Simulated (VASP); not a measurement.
# Mg3ZrN2 (I4/mmm) in VASP: relaxation of cell and atoms with PBE

Aim: the relaxation of cell and atoms of Mg3ZrN2 with PBE.

Everything below comes from runs of VASP 6.6.1. Logs are shortened: lines on timing, memory, paths and dates and some standing lists are left out, and cuts for length are marked.

**1. The cell of the first run**

The structure is tetragonal, space group I4/mmm (No. 139). The conventional cell has a = 4.439 Å, b = 4.439 Å, c = 9.013 Å, α = 90.00°, β = 90.00°, γ = 90.00°. Within 3.0 Å of Mg (site symmetry -4m2) lie 2 N at 2.25 Å. Within 2.9 Å of Mg (site symmetry 4/mmm) lie 4 N at 2.22 Å. Zr (site symmetry 4/mmm) has 4 N at 2.22 Å within 2.9 Å. N (site symmetry mmm) has 4 Mg at 2.22 to 2.25 Å and 2 Zr at 2.22 Å within 2.9 Å.

The cell was built from a structure type or drawn by symmetry, and may not be a known phase.

**2. Relaxation of cell and atoms, PBE**

Input file INCAR:

```
SYSTEM = Mg3ZrN2
ALGO = Normal ; EDIFF = 1E-7
EDIFFG = -0.01 ; ENCUT = 600
GGA = PE ; IBRION = 2
ISIF = 3 ; ISMEAR = 0
LASPH = .True. ; LCHARG = .False.
LREAL = .False. ; LWAVE = .False.
NELM = 80 ; NSW = 100
PREC = Accurate ; SIGMA = 0.1
```

Input file KPOINTS:

```
k-points
0
Gamma
  12 12 12
  0 0 0
```

Input file POSCAR:

```
Mg3ZrN2
1.0
   -2.2195514260      2.2195514260      4.5067004584
    2.2195514260     -2.2195514260      4.5067004584
    2.2195514260      2.2195514260     -4.5067004584
Mg Zr N
3 1 2
Direct
    0.7500000000      0.2500000000      0.5000000000
    0.2500000000      0.7500000000      0.5000000000
    0.5000000000      0.5000000000      0.0000000000
    0.0000000000      0.0000000000      0.0000000000
    0.5000000000      0.0000000000      0.5000000000
    0.0000000000      0.5000000000      0.5000000000
```

Potentials or basis: VASP PAW PBE potentials, release 64 (Mg, Zr_sv, N).

Started as:

```bash
$ cat potpaw_PBE.64/Mg/POTCAR potpaw_PBE.64/Zr_sv/POTCAR potpaw_PBE.64/N/POTCAR > POTCAR
$ mpirun -np 1 vasp_std > vasp.out
```

OUTCAR:

```text
SYSTEM = Mg3ZrN2
   EDIFF = 1E-7
   EDIFFG = -0.01
   ENCUT = 600
   GGA = PE
   IBRION = 2
   ISIF = 3
   ISMEAR = 0
   LASPH = .True.
   LREAL = .False.
   NELM = 80
   NSW = 100
   PREC = Accurate

 ion  position               nearest neighbor table
   1  0.750  0.250  0.500-   5 2.25   6 2.25   2 3.14   2 3.14   2 3.14   2 3.14   3 3.16   3 3.16
                             4 3.16   4 3.16   4 3.16   3 3.16   4 3.16   3 3.16
   2  0.250  0.750  0.500-   5 2.25   6 2.25   1 3.14   1 3.14   1 3.14   1 3.14   4 3.16   4 3.16
                             3 3.16   3 3.16   4 3.16   3 3.16   4 3.16   3 3.16
   3  0.500  0.500  0.000-   5 2.22   6 2.22   5 2.22   6 2.22   4 3.14   4 3.14   4 3.14   4 3.14
                             1 3.16   1 3.16   2 3.16   2 3.16   2 3.16   1 3.16   2 3.16   1 3.16
   4  0.000  0.000  0.000-   5 2.22   6 2.22   6 2.22   5 2.22   3 3.14   3 3.14   3 3.14   3 3.14
                             2 3.16   2 3.16   1 3.16   1 3.16   2 3.16   1 3.16   2 3.16   1 3.16
   5  0.500  0.000  0.500-   3 2.22   4 2.22   3 2.22   4 2.22   1 2.25   2 2.25
   6  0.000  0.500  0.500-   3 2.22   4 2.22   4 2.22   3 2.22   1 2.25   2 2.25

  LATTYP: Found a body centered tetragonal cell.
 ALAT       =     4.4391028520
 C/A-ratio  =     2.0304555261

  Lattice vectors:

 A1 = (  -2.2195514260,   2.2195514260,   4.5067004584)
 A2 = (   2.2195514260,  -2.2195514260,   4.5067004584)
 A3 = (   2.2195514260,   2.2195514260,  -4.5067004584)

Analysis of symmetry for initial positions (statically):
=====================================================================
 Subroutine PRICEL returns:
 Original cell was already a primitive cell.

 Routine SETGRP: Setting up the symmetry group for a
 body centered tetragonal supercell.

 Subroutine GETGRP returns: Found 16 space group operations
 (whereof 16 operations were pure point group operations)
 out of a pool of 16 trial point group operations.

The static configuration has the point symmetry D_4h.

Analysis of symmetry for dynamics (positions and initial velocities):
=====================================================================
 Subroutine PRICEL returns:
 Original cell was already a primitive cell.

 Routine SETGRP: Setting up the symmetry group for a
 body centered tetragonal supercell.

 Subroutine GETGRP returns: Found 16 space group operations
 (whereof 16 operations were pure point group operations)
 out of a pool of 16 trial point group operations.

The dynamic configuration has the point symmetry D_4h.

 Subroutine INISYM returns: Found 16 space group operations
 (whereof 16 operations are pure point group operations),
 and found     1 'primitive' translations

----------------------------------------------------------------------------------------

                                     Primitive cell

  volume of cell :      88.8074

  direct lattice vectors                    reciprocal lattice vectors
    -2.219551426  2.219551426  4.506700458     0.000000000  0.225270744  0.110945914
     2.219551426 -2.219551426  4.506700458     0.225270744  0.000000000  0.110945914
     2.219551426  2.219551426 -4.506700458     0.225270744  0.225270744  0.000000000

  length of vectors
     5.492100335  5.492100335  5.492100335     0.251109346  0.251109346  0.318580941

  position of ions in fractional coordinates (direct lattice)
     0.750000000  0.250000000  0.500000000
     0.250000000  0.750000000  0.500000000
     0.500000000  0.500000000  0.000000000
     0.000000000  0.000000000  0.000000000
     0.500000000  0.000000000  0.500000000
     0.000000000  0.500000000  0.500000000

  ion indices of the primitive-cell ions
   primitive index   ion index
                 1           1
                 2           2
                 3           3
                 4           4
                 5           5
                 6           6

----------------------------------------------------------------------------------------

 KPOINTS: k-points

Automatic generation of k-mesh.
 Grid dimensions read from file:
 generate k-points for:   12   12   12

 Generating k-lattice:

  Cartesian coordinates                     Fractional coordinates (reciprocal lattice)
     0.000000000  0.018772562  0.009245493     0.083333333  0.000000000 -0.000000000
     0.018772562  0.000000000  0.009245493     0.000000000  0.083333333 -0.000000000
     0.018772562  0.018772562  0.000000000     0.000000000  0.000000000  0.083333333

  Length of vectors
     0.020925779  0.020925779  0.026548412

  Shift w.r.t. Gamma in fractional coordinates (k-lattice)
     0.000000000  0.000000000  0.000000000

 Subroutine IBZKPT returns following result:
 ===========================================

 Found    163 irreducible k-points:

 Following reciprocal coordinates:
            Coordinates               Weight
  0.000000  0.000000  0.000000      1.000000
  0.083333 -0.000000  0.000000      8.000000
  0.166667 -0.000000  0.000000      8.000000
  0.250000  0.000000  0.000000      8.000000
  0.333333  0.000000  0.000000      8.000000
  0.416667 -0.000000  0.000000      8.000000
[... 16 lines left out ...]
  0.500000  0.166667  0.000000     16.000000
 -0.416667  0.166667 -0.000000     16.000000
 [... further k-points ...]
   k-points           NKPTS =    163   k-points in BZ     NKDIM =    163   number of bands    NBANDS=     18
   number of dos      NEDOS =    301   number of ions     NIONS =      6
   total plane-waves  NPLWV = 110592
   dimension x,y,z NGX =    48 NGY =   48 NGZ =   48
   dimension x,y,z NGXF=    96 NGYF=   96 NGZF=   96
   ions per type =               3   1   2
   NGX,Y,Z   is equivalent  to a cutoff of  14.53, 14.53, 14.53 a.u.
   NGXF,Y,Z  is equivalent  to a cutoff of  29.06, 29.06, 29.06 a.u.
 SYSTEM =  Mg3ZrN2
   PREC   = accura    normal or accurate (medium, high low for compatibility)
   ISTART =      0    job   : 0-new  1-cont  2-samecut
   ICHARG =      2    charge: 1-file 2-atom 10-const
   ISPIN  =      1    spin polarized calculation?
   LNONCOLLINEAR =      F non collinear calculations
   LSORBIT =      F    spin-orbit coupling
   LASPH  =      T    aspherical Exc in radial PAW
   ENCUT  =  600.0 eV  44.10 Ry    6.64 a.u.  10.97 10.97 10.97*2*pi/ulx,y,z
   NELM   =     80;   NELMIN=  2; NELMDL= -5     # of ELM steps
   EDIFF  = 0.1E-06   stopping-criterion for ELM
   LREAL  =      F    real-space projection
   EDIFFG = -.1E-01   stopping-criterion for IOM
   NSW    =    100    number of steps for IOM
   IBRION =      2    ionic relax: 0-MD 1-quasi-New 2-CG
   NFREE  =      1    steps in history (QN), initial steepest desc. (CG)
   ISIF   =      3    stress and relaxation
   ISYM   =      2    0-nonsym 1-usesym 2-fastsym
   POTIM  = 0.5000    time-step for ionic-motion
   TEBEG  =    0.0;   TEEND  =   0.0 temperature during run
   PSTRESS=    0.0 pullay stress
   NELECT =      28.0000    total number of electrons
   NUPDOWN=      -1.0000    fix difference up-down
   EMIN   =  10.00;   EMAX   =-10.00  energy-range for DOS
   EFERMI =   0.00;   METHOD = LEGACY
   ISMEAR =     0;   SIGMA  =   0.10  broadening in eV -4-tet -1-fermi 0-gaus
   EFERMI_NEDOS =   21; number of points for ismear=-14 and -15
   IALGO  =     38    algorithm
   IMIX   =      4    mixing-type and parameters
     AMIX     =   0.40;   BMIX     =  1.00
     AMIX_MAG =   1.60;   BMIX_MAG =  1.00
  volume/ion in A,a.u.               =      14.80        99.88
  Fermi-wavevector in a.u.,A,eV,Ry     =   1.114238  2.105604 16.891979  1.241525
  Thomas-Fermi vector in A             =   2.250831
   LORBIT       =      0    0 simple, 1 ext, 2 COOP (PROOUT), +10 PAW based schemes
   GGA     = PE    functional components
   LHFCALC =     F    Hartree Fock is set to
   AEXX    =    0.0000 exact exchange contribution
   IVDW    =     0    specifies the selected vdW correction
   LEPSILON=     F    determine dielectric tensor
   LRPA    =     F    only Hartree local field effects (RPA)
 conjugate gradient relaxation of ions
 non-spin polarized calculation
 Gauss-broadening in eV      SIGMA  =   0.10
  energy-cutoff  :      600.00
  volume of cell :       88.81
 maximum number of plane-waves:      2992
 NGX is ok and might be reduce to    48
   NGX = 21   NGY = 21   NGZ = 21

--------------------------------------- Ionic step        1  -------------------------------------------

 number of electron      28.0000001 magnetization

 Free energy of the ion-electron system (eV)
  ---------------------------------------------------
  ext. energy  EPLUGINS =         0.00000000
  ---------------------------------------------------
  free energy    TOTEN  =       -33.91854528 eV

  energy without entropy =      -33.91194873  energy(sigma->0) =      -33.91524701

------------------------ aborting loop because EDIFF is reached ----------------------------------------

  FORCE on cell =-STRESS in cart. coord.  units (eV):
  Direction    XX          YY          ZZ          XY          YZ          ZX
  --------------------------------------------------------------------------------------
  -------------------------------------------------------------------------------------
  Total       -0.1867032     -0.1867032      0.0625759      0.0000000      0.0000000      0.0000000
  in kB       -3.3683189     -3.3683189      1.1289349      0.0000000      0.0000000      0.0000000
  external PRESSURE =      -1.8692343 kB  Pullay stress =       0.0000000 kB
[... 105 lines left out ...]
  energy  without entropy=      -33.9122651203  energy(sigma->0) =      -33.91551495

--------------------------------------- Ionic step        4  -------------------------------------------

 number of electron      28.0000001 magnetization

 Free energy of the ion-electron system (eV)
  ---------------------------------------------------
  ext. energy  EPLUGINS =         0.00000000
  ---------------------------------------------------
  free energy    TOTEN  =       -33.91882360 eV

  energy without entropy =      -33.91237937  energy(sigma->0) =      -33.91560148

 E-fermi :   5.5822     XC(G=0): -10.1942

 val. band max:        5.5637925042   @ k =  -0.1667  -0.4167   0.1667
 cond. band min:       5.5843985621   @ k =  -0.1667  -0.3333   0.1667
 fundamental gap:      0.0206060580
 Fermi energy:         5.5821875312

 k-point     1 :       0.0000    0.0000    0.0000
  band No.  band energies     occupation
      1     -43.3847      2.00000
      2     -21.4982      2.00000
      3     -21.4982      2.00000
      4     -21.4791      2.00000
      5      -9.1518      2.00000
      6      -8.2881      2.00000
[... 10 lines left out ...]
     17       8.2368      0.00000
     18       8.4776      0.00000
[... 466 lines left out ...]
      2     -21.5715      2.00000
      3     -21.5152      2.00000
      4     -21.4764      2.00000
      5      -8.4883      2.00000
      6      -7.9115      2.00000
[... 10 lines left out ...]
     17       8.5715      0.00000
     18       8.8735      0.00000

 [... further k-points ...]
[... 5 lines left out ...]
  --------------------------------------------------------------------------------------
  -------------------------------------------------------------------------------------
  Total        0.0085280      0.0085280      0.0424889      0.0000000      0.0000000      0.0000000
  in kB        0.1540320      0.1540320      0.7674311      0.0000000      0.0000000      0.0000000
  external PRESSURE =       0.3584984 kB  Pullay stress =       0.0000000 kB
[... 21 lines left out ...]
  FREE ENERGIE OF THE ION-ELECTRON SYSTEM (eV)
  ---------------------------------------------------
  free  energy   TOTEN  =       -33.9188235995 eV

  energy  without entropy=      -33.9123793667  energy(sigma->0) =      -33.91560148

 reached required accuracy - stopping structural energy minimisation
```

Wall time 24 min (1 thread of Intel Xeon Platinum 8488C (Sapphire Rapids), shared host); peak memory 0.61 GiB.

Results:

```yaml
Free_energy: -33.9188 eV
Relaxed_volume: 14.78 Å³/atom
Relaxed_cell: a = 5.494 Å, b = 5.494 Å, c = 5.494 Å, α = 132.41°, β = 132.41°, γ = 69.59°
Space_group_after_relaxing_to_0.1_Å: I4/mmm (No. 139)
Energy_gained_by_relaxing: 0.0 meV/atom
Ionic_steps: 4
Pressure_after_relaxing: 0.0 GPa
Band_gap_on_the_k_mesh: zero (bands 14 and 15 overlap by 1.06 eV)
```

The path:
```csv
step,energy change (eV),largest force (eV/Å),pressure (GPa),volume (Å³)
1,0.0000,0.0000,-0.19,88.81
2,-0.0002,0.0000,0.18,88.59
3,-0.0002,0.0000,0.08,88.64
4,-0.0003,0.0000,0.04,88.70
```

Final structure:
```yaml
crystal:
  lattice:
    - [-2.21692, 2.21692, 4.51219]
    - [2.21692, -2.21692, 4.51219]
    - [2.21692, 2.21692, -4.51219]
  atoms:
    - { symbol: Mg, position: [0.75000, 0.25000, 0.50000] }
    - { symbol: Mg, position: [0.25000, 0.75000, 0.50000] }
    - { symbol: Mg, position: [0.50000, 0.50000, 0.00000] }
    - { symbol: Zr, position: [0.00000, 0.00000, 0.00000] }
    - { symbol: N, position: [0.50000, 0.00000, 0.50000] }
    - { symbol: N, position: [0.00000, 0.50000, 0.50000] }
```

Levels at points of the mesh, in eV from the Fermi level:
| k point | band 11 | band 12 | band 13 | band 14 | band 15 | band 16 | band 17 | band 18 |
| --- | --- | --- | --- | --- | --- | --- | --- | --- |
| (0.00, 0.00, 0.00) | -3.20 | -1.38 | -1.38 | -0.62 | -0.62 | 0.67 | 2.65 | 2.90 |
| (0.50, 0.00, 0.00) | -3.80 | -2.03 | -1.69 | -0.41 | 0.33 | 2.69 | 3.34 | 3.56 |
| (0.50, 0.50, 0.00) | -4.12 | -1.57 | -1.38 | -1.33 | 0.21 | 2.41 | 3.32 | 3.55 |
| (0.50, 0.50, 0.50) | -1.38 | -1.38 | 0.03 | 0.04 | 0.63 | 0.63 | 0.83 | 1.17 |
